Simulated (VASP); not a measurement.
**PbO: single point with PBE**

Crystal: PbO.

```
Pb O
1.0
     3.97440    0.00000    0.00000
     0.00000    3.97440    0.00000
     0.00000    0.00000    5.17266
Pb O
2 2
Direct
  0.00000 0.50000 0.23510
  0.50000 0.00000 0.76490
  0.00000 0.00000 0.00000
  0.50000 0.50000 0.00000
```

This cell differs from its parent crystal: strain +0.000 along x and y, +0.030 along z.

```json
{
  "Program": "VASP 6.6.1",
  "Task": "single point",
  "Functional": "PBE",
  "Potentials or basis": "VASP PAW PBE potentials, release 64 (Pb_d, O)",
  "Cutoff": "520 eV",
  "k mesh": "8 × 8 × 6",
  "Occupations": "gaussian, width 0.05 eV",
  "Spin": "no spin polarisation",
  "Dipole correction": "no",
  "Further INCAR settings": "ALGO = Normal; EDIFF = 1e-06; NBANDS = 28"
}
```

The pressure is 2.6 GPa. The largest force is 0.031 eV/Å and the band gap on the k mesh is 1.22 eV, indirect (least direct gap 2.16 eV).

Forces in eV/Å, atoms in the order of the input:
```
Pb   0.000  0.000 -0.031
Pb   0.000  0.000  0.031
O    0.000  0.000  0.000
O    0.000  0.000  0.000
```

Stress tensor (GPa, compression positive):
```
3.22 0.00 0.00
0.00 3.22 0.00
0.00 0.00 1.33
```

Levels at points of the mesh, in eV from the valence-band top:
```tsv
k point	band 16	band 17	band 18	band 19	band 20	band 21	band 22	band 23	band 24	band 25
(0.00, 0.00, 0.00)	-4.14	-1.67	-1.54	-1.54	0.00	2.28	5.32	5.62	5.62	6.40
(0.50, 0.00, 0.00)	-3.17	-2.88	-2.88	-1.67	-1.67	3.24	3.24	6.43	6.43	6.63
(0.50, 0.50, 0.00)	-3.40	-1.75	-1.75	-0.94	-0.94	1.22	1.22	5.14	5.14	7.49
(0.00, 0.00, 0.50)	-4.00	-1.70	-1.57	-1.57	-1.06	2.07	4.05	4.05	4.37	8.45
(0.50, 0.00, 0.50)	-3.57	-2.86	-2.86	-1.04	-1.04	2.94	2.94	6.31	6.31	7.17
(0.50, 0.50, 0.50)	-3.80	-2.23	-2.23	-0.94	-0.94	3.37	3.37	4.48	4.48	5.71
```

Wall time 48 s on 1 thread of Intel(R) Xeon(R) 6975P-C (Granite Rapids), on a shared host, peak memory 0.25 GiB.

Caveat: the cell differs from its parent crystal (strain +0.000 along x and y, +0.030 along z); spin-orbit coupling is left out, which moves the levels of the heavy elements. A k mesh can miss the band edges.
